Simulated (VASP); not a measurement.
# PrScO (P4/mmm) in VASP: elastic constants with PBE

Aim: the elastic constants of PrScO with PBE.

Program: VASP 6.6.1. These are calculated values, not measurements. Logs are shortened: lines on timing, memory, paths and dates and some standing lists are left out, and cuts for length are marked.

### Step 1. The cell of the first run

Symmetry: P4/mmm, No. 123, tetragonal system. The conventional cell has a = 3.719 Å, b = 3.719 Å, c = 4.222 Å, α = 90.00°, β = 90.00°, γ = 90.00°. Within 3.5 Å of Pr (site symmetry 4/mmm) lie 4 O at 2.63 Å and 8 Sc at 3.37 Å. Sc (site symmetry 4/mmm) has 2 O at 2.11 Å within 2.8 Å. O (site symmetry 4/mmm) has 2 Sc at 2.11 Å and 4 Pr at 2.63 Å within 2.8 Å.

### Step 2. Elastic constants, PBE

Input file INCAR:

```
ALGO     = Normal         # electronic algorithm
EDIFF    = 1E-8           # SCF threshold, eV
ENCUT    = 600            # plane-wave cutoff, eV
GGA      = PE             # functional
GGA_COMPAT= F            
IBRION   = 6              # ionic algorithm
ISIF     = 3              # what is computed and relaxed
ISMEAR   = 0              # smearing method
KPAR     = 4            
LASPH    = T              # aspherical terms in the spheres
LCHARG   = T              # write CHGCAR
LMAXMIX  = 6              # l up to which the mixer works
LREAL    = F              # projectors in reciprocal space
LWAVE    = F              # write WAVECAR
NBANDS   = 21             # bands
NELM     = 200            # most SCF steps
NFREE    = 2            
NSW      = 1              # ionic steps
POTIM    = 0.015          # step
PREC     = Accurate       # precision mode
SIGMA    = 0.1            # smearing width, eV
```

Input file KPOINTS:

```
k-points
0
Gamma
  10 10 8
```

Input file POSCAR:

```
PrScO
1.0
    3.7187184948      0.0000000000      0.0000000000
    0.0000000000      3.7187184948      0.0000000000
    0.0000000000      0.0000000000      4.2220819281
Pr Sc O
1 1 1
Direct
    0.0000000000      0.0000000000      0.5000000000
    0.5000000000      0.5000000000      0.0000000000
    0.5000000000      0.5000000000      0.5000000000
```

Potentials or basis: VASP PAW PBE potentials, release 64 (Pr_3, Sc_sv, O), 4f in core.

Started as:

```
> cat potpaw_PBE.64/Pr_3/POTCAR potpaw_PBE.64/Sc_sv/POTCAR potpaw_PBE.64/O/POTCAR > POTCAR
> mpirun -np 4 vasp_std > vasp.out
```

OUTCAR:

```text
EDIFF = 1E-8
   ENCUT = 600
   GGA = PE
   IBRION = 6
   ISIF = 3
   ISMEAR = 0
   LASPH = T
   LREAL = F
   NELM = 200
   NFREE = 2
   NSW = 1
   POTIM = 0.015
   PREC = Accurate

 ion  position               nearest neighbor table
   1  0.000  0.000  0.500-   3 2.63   3 2.63   3 2.63   3 2.63   2 3.37   2 3.37   2 3.37   2 3.37
                             2 3.37   2 3.37   2 3.37   2 3.37
   2  0.500  0.500  0.000-   3 2.11   3 2.11   1 3.37   1 3.37   1 3.37   1 3.37   1 3.37   1 3.37
                             1 3.37   1 3.37
   3  0.500  0.500  0.500-   2 2.11   2 2.11   1 2.63   1 2.63   1 2.63   1 2.63

  LATTYP: Found a simple tetragonal cell.
 ALAT       =     3.7187184948
 C/A-ratio  =     1.1353593809

  Lattice vectors:

 A1 = (   3.7187184948,   0.0000000000,   0.0000000000)
 A2 = (   0.0000000000,   3.7187184948,   0.0000000000)
 A3 = (   0.0000000000,   0.0000000000,   4.2220819281)

Analysis of symmetry for initial positions (statically):
=====================================================================
 Subroutine PRICEL returns:
 Original cell was already a primitive cell.

 Routine SETGRP: Setting up the symmetry group for a
 simple tetragonal supercell.

 Subroutine GETGRP returns: Found 16 space group operations
 (whereof 16 operations were pure point group operations)
 out of a pool of 16 trial point group operations.

The static configuration has the point symmetry D_4h.

Analysis of symmetry for dynamics (positions and initial velocities):
=====================================================================
 Subroutine PRICEL returns:
 Original cell was already a primitive cell.

 Routine SETGRP: Setting up the symmetry group for a
 simple tetragonal supercell.

 Subroutine GETGRP returns: Found 16 space group operations
 (whereof 16 operations were pure point group operations)
 out of a pool of 16 trial point group operations.

The dynamic configuration has the point symmetry D_4h.

 Subroutine INISYM returns: Found 16 space group operations
 (whereof 16 operations are pure point group operations),
 and found     1 'primitive' translations

----------------------------------------------------------------------------------------

                                     Primitive cell

  volume of cell :      58.3866

  direct lattice vectors                    reciprocal lattice vectors
     3.718718495  0.000000000  0.000000000     0.268909841  0.000000000  0.000000000
     0.000000000  3.718718495  0.000000000     0.000000000  0.268909841  0.000000000
     0.000000000  0.000000000  4.222081928     0.000000000  0.000000000  0.236849975

  length of vectors
     3.718718495  3.718718495  4.222081928     0.268909841  0.268909841  0.236849975

  position of ions in fractional coordinates (direct lattice)
     0.000000000  0.000000000  0.500000000
     0.500000000  0.500000000  0.000000000
     0.500000000  0.500000000  0.500000000

  ion indices of the primitive-cell ions
   primitive index   ion index
                 1           1
                 2           2
                 3           3

[... 115 lines left out ...]
 Free energy of the ion-electron system (eV)
  ---------------------------------------------------
  ext. energy  EPLUGINS =         0.00000000
  ---------------------------------------------------
  free energy    TOTEN  =       -21.88041920 eV

  energy without entropy =      -21.87530375  energy(sigma->0) =      -21.87786147

------------------------ aborting loop because EDIFF is reached ----------------------------------------

  FORCE on cell =-STRESS in cart. coord.  units (eV):
  Direction    XX          YY          ZZ          XY          YZ          ZX
  --------------------------------------------------------------------------------------
  -------------------------------------------------------------------------------------
  Total       -0.0102086     -0.0102086      0.3145570      0.0000000      0.0000000      0.0000000
  in kB       -0.2801337     -0.2801337      8.6317064      0.0000000      0.0000000      0.0000000
  external PRESSURE =       2.6904796 kB  Pullay stress =       0.0000000 kB
[... 92 lines left out ...]
  FREE ENERGIE OF THE ION-ELECTRON SYSTEM (eV)
  ---------------------------------------------------
  free  energy   TOTEN  =       -21.8748795200 eV

  energy  without entropy=      -21.8692446444  energy(sigma->0) =      -21.87206208

[... ionic steps 4 to 22 ...]

--------------------------------------- Ionic step       23  -------------------------------------------

 number of electron      27.9999999 magnetization

------------------------ aborting loop because EDIFF is reached ----------------------------------------
[... 69 lines left out ...]
--------------------------------------- Ionic step       25  -------------------------------------------

 number of electron      27.9999996 magnetization

 Free energy of the ion-electron system (eV)
  ---------------------------------------------------
  ext. energy  EPLUGINS =         0.00000000
  ---------------------------------------------------
  free energy    TOTEN  =       -21.87939228 eV

  energy without entropy =      -21.87426650  energy(sigma->0) =      -21.87682939

 E-fermi :   4.9215     XC(G=0): -10.5504

 val. band max:        4.8775479834   @ k =   0.3000   0.1000   0.3750
 cond. band min:       4.9388370472   @ k =   0.1000   0.1000   0.5000
 fundamental gap:      0.0612890638
 Fermi energy:         4.9214848166

 k-point     1 :       0.0000    0.0000    0.0000
  band No.  band energies     occupation
      1     -44.6521      2.00000
      2     -31.4067      2.00000
      3     -23.3856      2.00000
      4     -23.2759      2.00000
      5     -23.2759      2.00000
      6     -14.6425      2.00000
[... 565 lines left out ...]
     20       8.1815      0.00000
     21       9.3007      0.00000

 [... further k-points ...]

------------------------ aborting loop because EDIFF is reached ----------------------------------------

  FORCE on cell =-STRESS in cart. coord.  units (eV):
  Direction    XX          YY          ZZ          XY          YZ          ZX
  --------------------------------------------------------------------------------------
  -------------------------------------------------------------------------------------
  Total       -0.0090447     -0.0090447      0.3273368      0.0000000      0.0000000      0.0000000
  in kB       -0.2481952     -0.2481952      8.9823948      0.0000000      0.0000000      0.0000000
  external PRESSURE =       2.8286681 kB  Pullay stress =       0.0000000 kB
[... 18 lines left out ...]
  FREE ENERGIE OF THE ION-ELECTRON SYSTEM (eV)
  ---------------------------------------------------
  free  energy   TOTEN  =       -21.8793922778 eV

  energy  without entropy=      -21.8742665031  energy(sigma->0) =      -21.87682939

 INTERNAL STRAIN TENSORS FROM STRAINED CELLS
 ============================================

 INTERNAL STRAIN TENSOR FOR ION    1 for displacements in x,y,z  (eV/Angst):
          X           Y           Z          XY          YZ          ZX
  --------------------------------------------------------------------------------
  x     0.00000     0.00000     0.00000     0.00000     0.00000     0.00000
  y     0.00000     0.00000     0.00000    -0.00000     0.00000     0.00000
  z     0.00000     0.00000     0.00000     0.00000     0.00000     0.00000

 INTERNAL STRAIN TENSORS FROM DISPLACED ATOMS
 ============================================

 INTERNAL STRAIN TENSOR FOR ION    1 for displacements in x,y,z  (eV/Angst):
          X           Y           Z          XY          YZ          ZX
  --------------------------------------------------------------------------------
  x     0.00000     0.00000     0.00000     0.00000     0.00000     0.00000
  y     0.00000     0.00000     0.00000     0.00000     0.00000     0.00000
  z     0.00000     0.00000     0.00000     0.00000     0.00000     0.00000

 INTERNAL STRAIN TENSOR FOR ION    3 for displacements in x,y,z  (eV/Angst):
          X           Y           Z          XY          YZ          ZX
  --------------------------------------------------------------------------------
  x     0.00000     0.00000     0.00000     0.00000     0.00000     0.00000
  y     0.00000     0.00000     0.00000     0.00000     0.00000     0.00000
  z     0.00000     0.00000     0.00000     0.00000     0.00000     0.00000

 Eigenvectors and eigenvalues of the dynamical matrix
 ----------------------------------------------------

   1 f  =   13.255663 THz    83.287789 2PiTHz  442.161336 cm-1    54.820994 meV
             X         Y         Z           dx          dy          dz
      0.000000  0.000000  2.111041     0.000000    0.000000   -0.024312
      1.859359  1.859359  0.000000     0.000000    0.000000   -0.480164
      1.859359  1.859359  2.111041    -0.000000   -0.000000    0.876842
[... 43 lines left out ...]
   9 f/i=    0.002920 THz     0.018347 2PiTHz    0.097400 cm-1     0.012076 meV
             X         Y         Z           dx          dy          dz
      0.000000  0.000000  2.111041     0.551559    0.627580    0.000000
      1.859359  1.859359  0.000000     0.311408    0.354330    0.000000
      1.859359  1.859359  2.111041     0.186018    0.211657    0.000000

--------------------------------------------------------------------------------------------------------

 ELASTIC MODULI CONTR FROM IONIC RELAXATION (kBar)
 Direction    XX          YY          ZZ          XY          YZ          ZX
 --------------------------------------------------------------------------------
 XX           0.0000      0.0000      0.0000      0.0000      0.0000      0.0000
 YY           0.0000      0.0000      0.0000      0.0000      0.0000      0.0000
 ZZ           0.0000      0.0000      0.0000      0.0000      0.0000      0.0000
 XY           0.0000      0.0000      0.0000      0.0000      0.0000      0.0000
 YZ           0.0000      0.0000      0.0000      0.0000      0.0000      0.0000
 ZX           0.0000      0.0000      0.0000      0.0000      0.0000      0.0000
 --------------------------------------------------------------------------------

 TOTAL ELASTIC MODULI (kBar)
 Direction    XX          YY          ZZ          XY          YZ          ZX
 --------------------------------------------------------------------------------
 XX        1348.1337    484.1496    542.5413      0.0000      0.0000     -0.0000
 YY         484.1496   1348.1337    542.5413      0.0000     -0.0000      0.0000
 ZZ         542.5413    542.5413   2673.2413      0.0000      0.0000      0.0000
 XY           0.0000      0.0000      0.0000    700.2206      0.0000      0.0000
 YZ           0.0000     -0.0000      0.0000      0.0000    639.9437      0.0000
 ZX          -0.0000      0.0000      0.0000      0.0000      0.0000    639.9433
 --------------------------------------------------------------------------------
```

Run time: 9.9 min. Hardware: 4 MPI ranks of Intel Xeon 6975P-C (Granite Rapids), shared host; peak memory 0.75 GiB.

Results:

```yaml
Voigt_bulk_modulus: 95 GPa
Highest_phonon_frequency_at_Γ_LO-TO_splitting_left_out: 442 cm⁻¹
```

Phonon frequencies in cm⁻¹ (negative: imaginary):
```tsv
q point	frequencies
(0.000, 0.000, 0.000)	0 0 0 177 197 197 322 322 442
```

Elastic tensor in Voigt notation (GPa, in the Cartesian axes of the cell as first typed):
```
135  48  54   0   0   0
 48 135  54   0   0   0
 54  54 267   0   0   0
  0   0   0  64   0   0
  0   0   0   0  64   0
  0   0   0   0   0  70
```

Clamped-ion elastic tensor (GPa):
```
135  48  54   0   0   0
 48 135  54   0   0   0
 54  54 267   0   0   0
  0   0   0  64   0   0
  0   0   0   0  64   0
  0   0   0   0   0  70
```

Caveat: spin-orbit coupling is left out, which moves the levels of the heavy elements; the 4f electrons are frozen in the core, so they carry no moment and show no levels; the run has no spin polarisation, though such a crystal can be magnetic. Spin polarisation is off, so any magnetic state and its effect on volume and gap are missing.
